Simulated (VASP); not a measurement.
# Sb (P4/mmm) in VASP: a series of runs

Sb is run at these levels: PBE; tasks: single point.

Everything below comes from runs of VASP 6.6.1. Logs are shortened: lines on timing, memory, paths and dates and some standing lists are left out, and cuts for length are marked.

### Step 1. The cell of the first run

The structure is tetragonal, space group P4/mmm (No. 123). The conventional cell has a = 3.160 Å, b = 3.160 Å, c = 2.970 Å, α = 90.00°, β = 90.00°, γ = 90.00°. Sb (site symmetry 4/mmm) has 6 Sb at 2.97 to 3.16 Å within 3.9 Å.

### Step 2. Single point, PBE (strain -0.0600 x Voigt [0, 1, 0, 0, 0, 0])

File INCAR:

```
SYSTEM = Sb
PREC = Accurate ; ENCUT = 520
EDIFF = 1E-7 ; ISMEAR = 0
SIGMA = 0.15 ; LREAL = .FALSE.
LASPH = .TRUE. ; NELM = 80
ALGO = Normal ; ISIF = 2
LWAVE = .FALSE. ; LCHARG = .FALSE.
GGA = PE ; NBANDS = 8
```

File KPOINTS:

```
Automatic mesh
0
G
  16 16 16
  0 0 0
```

File POSCAR:

```
Sb
1.0
    3.1600000000      0.0000000000      0.0000000000
    0.0000000000      2.9704000000      0.0000000000
    0.0000000000      0.0000000000      3.1600000000
Sb
1
Direct
    0.0000000000      0.0000000000      0.0000000000
```

Potentials or basis: VASP PAW PBE potentials, release 64 (Sb).

The run is started by

```sh
> cat potpaw_PBE.64/Sb/POTCAR > POTCAR
> mpirun -np 1 vasp_std > vasp.out
```

OUTCAR:

```text
SYSTEM = Sb
   PREC = Accurate
   ENCUT = 520
   EDIFF = 1E-7
   ISMEAR = 0
   LREAL = .FALSE.
   LASPH = .TRUE.
   NELM = 80
   ISIF = 2
   GGA = PE

 ion  position               nearest neighbor table
   1  0.000  0.000  0.000-

  LATTYP: Found a simple tetragonal cell.
 ALAT       =     3.1600000000
 C/A-ratio  =     0.9400000000

  Lattice vectors:

 A1 = (  -3.1600000000,   0.0000000000,   0.0000000000)
 A2 = (   0.0000000000,   0.0000000000,   3.1600000000)
 A3 = (   0.0000000000,   2.9704000000,   0.0000000000)

Analysis of symmetry for initial positions (statically):
=====================================================================
 Subroutine PRICEL returns:
 Original cell was already a primitive cell.

 Routine SETGRP: Setting up the symmetry group for a
 simple tetragonal supercell.

 Subroutine GETGRP returns: Found 16 space group operations
 (whereof 16 operations were pure point group operations)
 out of a pool of 16 trial point group operations.

The static configuration has the point symmetry D_4h.

Analysis of symmetry for dynamics (positions and initial velocities):
=====================================================================
 Subroutine PRICEL returns:
 Original cell was already a primitive cell.

 Routine SETGRP: Setting up the symmetry group for a
 simple tetragonal supercell.

 Subroutine GETGRP returns: Found 16 space group operations
 (whereof 16 operations were pure point group operations)
 out of a pool of 16 trial point group operations.

The dynamic configuration has the point symmetry D_4h.

 Subroutine INISYM returns: Found 16 space group operations
 (whereof 16 operations are pure point group operations),
 and found     1 'primitive' translations

----------------------------------------------------------------------------------------

                                     Primitive cell

  volume of cell :      29.6612

  direct lattice vectors                    reciprocal lattice vectors
     3.160000000  0.000000000  0.000000000     0.316455696  0.000000000  0.000000000
     0.000000000  2.970400000  0.000000000     0.000000000  0.336654996  0.000000000
     0.000000000  0.000000000  3.160000000     0.000000000  0.000000000  0.316455696

  length of vectors
     3.160000000  2.970400000  3.160000000     0.316455696  0.336654996  0.316455696

  position of ions in fractional coordinates (direct lattice)
     0.000000000  0.000000000  0.000000000

  ion indices of the primitive-cell ions
[... 72 lines left out ...]
   ENCUT  =  520.0 eV  38.22 Ry    6.18 a.u.   5.88  5.52  5.88*2*pi/ulx,y,z
   NELM   =     80;   NELMIN=  2; NELMDL= -5     # of ELM steps
   EDIFF  = 0.1E-06   stopping-criterion for ELM
   LREAL  =      F    real-space projection
   EDIFFG = 0.1E-05   stopping-criterion for IOM
   NSW    =      0    number of steps for IOM
   IBRION =     -1    ionic relax: 0-MD 1-quasi-New 2-CG
   NFREE  =      0    steps in history (QN), initial steepest desc. (CG)
   ISIF   =      2    stress and relaxation
   ISYM   =      2    0-nonsym 1-usesym 2-fastsym
   POTIM  = 0.5000    time-step for ionic-motion
   TEBEG  =    0.0;   TEEND  =   0.0 temperature during run
   PSTRESS=    0.0 pullay stress
   NELECT =       5.0000    total number of electrons
   NUPDOWN=      -1.0000    fix difference up-down
   EMIN   =  10.00;   EMAX   =-10.00  energy-range for DOS
   EFERMI =   0.00;   METHOD = LEGACY
   ISMEAR =     0;   SIGMA  =   0.15  broadening in eV -4-tet -1-fermi 0-gaus
   EFERMI_NEDOS =   21; number of points for ismear=-14 and -15
   IALGO  =     38    algorithm
   IMIX   =      4    mixing-type and parameters
     AMIX     =   0.40;   BMIX     =  1.00
     AMIX_MAG =   1.60;   BMIX_MAG =  1.00
  volume/ion in A,a.u.               =      29.66       200.16
  Fermi-wavevector in a.u.,A,eV,Ry     =   0.904347  1.708968 11.127438  0.817844
  Thomas-Fermi vector in A             =   2.027783
   LORBIT       =      0    0 simple, 1 ext, 2 COOP (PROOUT), +10 PAW based schemes
   GGA     = PE    functional components
   LHFCALC =     F    Hartree Fock is set to
   AEXX    =    0.0000 exact exchange contribution
   IVDW    =     0    specifies the selected vdW correction
   LEPSILON=     F    determine dielectric tensor
   LRPA    =     F    only Hartree local field effects (RPA)
 non-spin polarized calculation
 Gauss-broadening in eV      SIGMA  =   0.15
  energy-cutoff  :      520.00
  volume of cell :       29.66
 maximum number of plane-waves:       824
 NGX is ok and might be reduce to    24
   NGX = 11   NGY = 11   NGZ = 11

 number of electron       5.0000001 magnetization

 Free energy of the ion-electron system (eV)
  ---------------------------------------------------
  ext. energy  EPLUGINS =         0.00000000
  ---------------------------------------------------
  free energy    TOTEN  =        -4.06682696 eV

  energy without entropy =       -4.06258585  energy(sigma->0) =       -4.06470641

 E-fermi :   7.1886     XC(G=0):  -9.6444

 val. band max:        7.1792123692   @ k =   0.1875   0.1250   0.1875
 cond. band min:       7.1890200096   @ k =   0.5000   0.1250   0.2500
 fundamental gap:      0.0098076404
 Fermi energy:         7.1886023740

 k-point     1 :       0.0000    0.0000    0.0000
  band No.  band energies     occupation
      1      -5.2554      2.00000
      2       9.8946      0.00000
      3       9.8946      0.00000
      4      11.7097      0.00000
      5      13.7295      0.00000
      6      14.0290      0.00000
      7      16.0642      0.00000
      8      24.2987      0.00000
[... 243 lines left out ...]
 k-point    24 :       0.3125    0.1250    0.0000
  band No.  band energies     occupation
      1      -3.7667      2.00000
      2       3.9480      2.00000
      3      10.3304      0.00000
      4      11.2638      0.00000
      5      15.3252      0.00000
      6      17.6229      0.00000
      7      19.4912      0.00000
      8      19.7994      0.00000

 [... further k-points ...]
[... 5 lines left out ...]
  --------------------------------------------------------------------------------------
  -------------------------------------------------------------------------------------
  Total       -0.2553033      1.1374420     -0.2553033      0.0000000     -0.0000000      0.0000000
  in kB      -13.7904339     61.4399315    -13.7904339      0.0000000     -0.0000000      0.0000000
  external PRESSURE =      11.2863546 kB  Pullay stress =       0.0000000 kB

 VOLUME and BASIS-vectors are now :
 -----------------------------------------------------------------------------
  energy-cutoff  :      520.00
  volume of cell :       29.66
      direct lattice vectors                 reciprocal lattice vectors
     3.160000000  0.000000000  0.000000000     0.316455696  0.000000000  0.000000000
     0.000000000  2.970400000  0.000000000     0.000000000  0.336654996  0.000000000
     0.000000000  0.000000000  3.160000000     0.000000000  0.000000000  0.316455696

 POSITION                                       TOTAL-FORCE (eV/Angst)
 -----------------------------------------------------------------------------------
      0.00000      0.00000      0.00000         0.000000      0.000000      0.000000
 -----------------------------------------------------------------------------------
    total drift:                               -0.000000      0.000000      0.000000

  FREE ENERGIE OF THE ION-ELECTRON SYSTEM (eV)
  ---------------------------------------------------
  free  energy   TOTEN  =        -4.0668269636 eV

  energy  without entropy=       -4.0625858476  energy(sigma->0) =       -4.06470641
```

Wall time 66 s (1 thread of Intel Xeon 8259CL, shared host); peak memory 0.22 GiB.

What came out:

```yaml
Free_energy: -4.0668 eV
Pressure: 1.1 GPa
Band_gap_on_the_k_mesh: zero (an odd number of electrons rules out a gap without spin polarisation)
```

Stress tensor (GPa, compression positive):
```
-1.38  0.00  0.00
 0.00  6.14  0.00
 0.00  0.00 -1.38
```

Caveat: the cell differs from its parent crystal (strain -0.0600 x Voigt [0, 1, 0, 0, 0, 0]); spin-orbit coupling is left out, which moves the levels of the heavy elements.

### Step 3. Single point, PBE (strain -0.0450 x Voigt [0, 1, 0, 0, 0, 0])

File INCAR:

```
SYSTEM = Sb
PREC = Accurate
ENCUT = 520
EDIFF = 1E-7
ISMEAR = 0
SIGMA = 0.15
LREAL = .False.
LASPH = .True.
NELM = 100
ALGO = Normal
ISIF = 2
LWAVE = .False.
LCHARG = .False.
GGA = PE
NBANDS = 8
```

File KPOINTS:

```
regular mesh
0
Gamma
  16 16 16
  0 0 0
```

File POSCAR:

```
Sb
1.0
    3.1600000000      0.0000000000      0.0000000000
    0.0000000000      3.0178000000      0.0000000000
    0.0000000000      0.0000000000      3.1600000000
Sb
1
Direct
    0.0000000000      0.0000000000      0.0000000000
```

Potentials or basis: VASP PAW PBE potentials, release 64 (Sb).

The run is started by

```sh
> cat potpaw_PBE.64/Sb/POTCAR > POTCAR
> mpirun -np 1 vasp_std > vasp.out
```

Wall time 73 s (1 thread of Intel Xeon 8259CL, shared host); peak memory 0.22 GiB.

Results (log left out):

| Item | Value |
| --- | --- |
| Free energy | -4.0803 eV |
| Pressure | 0.0 GPa |
| Band gap on the k mesh | zero (an odd number of electrons rules out a gap without spin polarisation) |

Stress tensor (GPa, compression positive):
```
-1.55  0.00  0.00
 0.00  3.11  0.00
 0.00  0.00 -1.55
```

Levels at points of the mesh, in eV from the Fermi level:
| k point | band 1 | band 2 | band 3 | band 4 | band 5 | band 6 |
| --- | --- | --- | --- | --- | --- | --- |
| (0.00, 0.00, 0.00) | -12.32 | 2.81 | 2.81 | 4.13 | 6.62 | 6.90 |
| (0.50, 0.00, 0.00) | -10.13 | -5.47 | 4.62 | 5.97 | 8.85 | 10.57 |
| (0.00, 0.50, 0.00) | -9.53 | -5.60 | 5.12 | 5.12 | 9.00 | 10.15 |
| (0.50, 0.50, 0.00) | -7.17 | -3.77 | -3.13 | 2.27 | 6.95 | 12.65 |
| (0.50, 0.00, 0.50) | -7.84 | -3.57 | -3.57 | 2.16 | 7.83 | 13.02 |
| (0.50, 0.50, 0.50) | -4.57 | -2.06 | -1.35 | -1.35 | 4.74 | 4.74 |

Caveat: the cell differs from its parent crystal (strain -0.0450 x Voigt [0, 1, 0, 0, 0, 0]); spin-orbit coupling is left out, which moves the levels of the heavy elements.

### Step 4. Single point, PBE (strain -0.0300 x Voigt [0, 1, 0, 0, 0, 0])

File INCAR:

```
SYSTEM = Sb
PREC     = Accurate       ! precision mode
ENCUT    = 520            ! plane-wave cutoff, eV
EDIFF    = 1E-7           ! SCF threshold, eV
ISMEAR   = 0              ! smearing method
SIGMA    = 0.15           ! smearing width, eV
LREAL    = .FALSE.        ! projectors in reciprocal space
LASPH    = .TRUE.         ! aspherical terms in the spheres
NELM     = 60             ! most SCF steps
ALGO     = Normal         ! electronic algorithm
ISIF     = 2              ! what is computed and relaxed
LWAVE    = .FALSE.        ! write WAVECAR
LCHARG   = .FALSE.        ! write CHGCAR
GGA      = PE             ! functional
NBANDS   = 8              ! bands
```

File KPOINTS:

```
regular mesh
0
G
  16 16 16
  0 0 0
```

File POSCAR:

```
Sb
1.0
    3.1600000000      0.0000000000      0.0000000000
    0.0000000000      3.0652000000      0.0000000000
    0.0000000000      0.0000000000      3.1600000000
Sb
1
Direct
    0.0000000000      0.0000000000      0.0000000000
```

The run is started by

```sh
> cat potpaw_PBE.64/Sb/POTCAR > POTCAR
> mpirun -np 1 vasp_std > vasp.out
```

It took 66 s on 1 thread of Intel Xeon 8259CL, shared host; peak memory 0.21 GiB.

It converged, with:

| Quantity | Value |
| --- | --- |
| Free energy | -4.0860 eV |
| Pressure | -1.0 GPa |
| Band gap on the k mesh | zero (an odd number of electrons rules out a gap without spin polarisation) |

Stress tensor (GPa, compression positive):
```
-1.91  0.00  0.00
 0.00  0.91  0.00
 0.00  0.00 -1.91
```

Levels at points of the mesh, in eV from the Fermi level:
```
           k point  band 1  band 2  band 3  band 4  band 5  band 6  band 7
(0.00, 0.00, 0.00)  -12.20    2.92    2.92    3.77    6.71    6.94    8.27
(0.50, 0.00, 0.00)  -10.00   -5.37    4.74    5.61    8.87   10.58   11.12
(0.00, 0.50, 0.00)   -9.61   -5.46    5.06    5.06    8.95   10.25   11.11
(0.50, 0.50, 0.00)   -7.26   -3.60   -3.19    2.31    6.89   12.56   12.86
(0.50, 0.00, 0.50)   -7.69   -3.47   -3.47    2.24    7.46   12.80   13.52
(0.50, 0.50, 0.50)   -4.67   -1.87   -1.41   -1.41    4.80    4.80    5.04
```

Caveat: the cell differs from its parent crystal (strain -0.0300 x Voigt [0, 1, 0, 0, 0, 0]); spin-orbit coupling is left out, which moves the levels of the heavy elements.

### Step 5. Single point, PBE (strain +0.0150 x Voigt [0, 1, 0, 0, 0, 0])

File INCAR:

```
PREC     = Accurate       # precision mode
ENCUT    = 520            # plane-wave cutoff, eV
EDIFF    = 1E-6           # SCF threshold, eV
ISMEAR   = 0              # smearing method
SIGMA    = 0.15           # smearing width, eV
LREAL    = False          # projectors in reciprocal space
LASPH    = True           # aspherical terms in the spheres
NELM     = 60             # most SCF steps
ALGO     = Normal         # electronic algorithm
ISIF     = 2              # what is computed and relaxed
LWAVE    = False          # write WAVECAR
LCHARG   = False          # write CHGCAR
GGA      = PE             # functional
NBANDS   = 8              # bands
```

File KPOINTS:

```
Automatic mesh
0
Gamma
  16 16 16
```

File POSCAR:

```
Sb
1.0
    3.1600000000      0.0000000000      0.0000000000
    0.0000000000      3.2074000000      0.0000000000
    0.0000000000      0.0000000000      3.1600000000
Sb
1
Direct
    0.0000000000      0.0000000000      0.0000000000
```

The run is started by

```sh
> cat potpaw_PBE.64/Sb/POTCAR > POTCAR
> mpirun -np 1 vasp_std > vasp.out
```

Run time: 65 s. Hardware: 1 thread of Intel Xeon 8259CL, shared host; peak memory 0.22 GiB.

It converged, with:

```
Free energy            : -4.0712 eV
Pressure               : -3.1 GPa
Band gap on the k mesh : zero (an odd number of electrons rules out a gap without spin polarisation)
```

Stress tensor (GPa, compression positive):
```
-2.72  0.00  0.00
 0.00 -3.97  0.00
 0.00  0.00 -2.72
```

Levels at points of the mesh, in eV from the Fermi level:
| k point | band 1 | band 2 | band 3 | band 4 | band 5 |
| --- | --- | --- | --- | --- | --- |
| (0.00, 0.00, 0.00) | -11.86 | 2.83 | 3.21 | 3.21 | 6.73 |
| (0.50, 0.00, 0.00) | -9.64 | -5.12 | 4.65 | 5.05 | 8.80 |
| (0.00, 0.50, 0.00) | -9.81 | -5.07 | 4.90 | 4.90 | 8.80 |
| (0.50, 0.50, 0.00) | -7.48 | -3.34 | -3.14 | 2.43 | 6.73 |
| (0.50, 0.00, 0.50) | -7.29 | -3.21 | -3.21 | 2.46 | 6.48 |
| (0.50, 0.50, 0.50) | -4.93 | -1.55 | -1.55 | -1.34 | 4.86 |

Caveat: the cell differs from its parent crystal (strain +0.0150 x Voigt [0, 1, 0, 0, 0, 0]); the cell stands under tension; spin-orbit coupling is left out, which moves the levels of the heavy elements.

### Step 6. Summary

```tsv
cell	gap on the mesh (eV)	pressure (GPa)
a = 3.160, b = 2.970 Å, 1 atom	none	1.1
a = 3.160, b = 3.018 Å, 1 atom	none	0.0
a = 3.160, b = 3.065 Å, 1 atom	none	-1.0
a = 3.160, b = 3.207 Å, 1 atom	none	-3.1
```

Alike in all rows: task single point; level PBE; potentials or basis VASP PAW PBE potentials, release 64 (Sb); no spin polarisation; k mesh 16 × 16 × 16; cutoff (eV) 520; smearing gaussian 0.15 eV.

Caveats: spin-orbit coupling is left out, which moves the levels of the heavy elements; the cell stands under tension (at least some runs).

Total energies depend on the potentials used, so only differences within one code and one set of settings carry meaning.
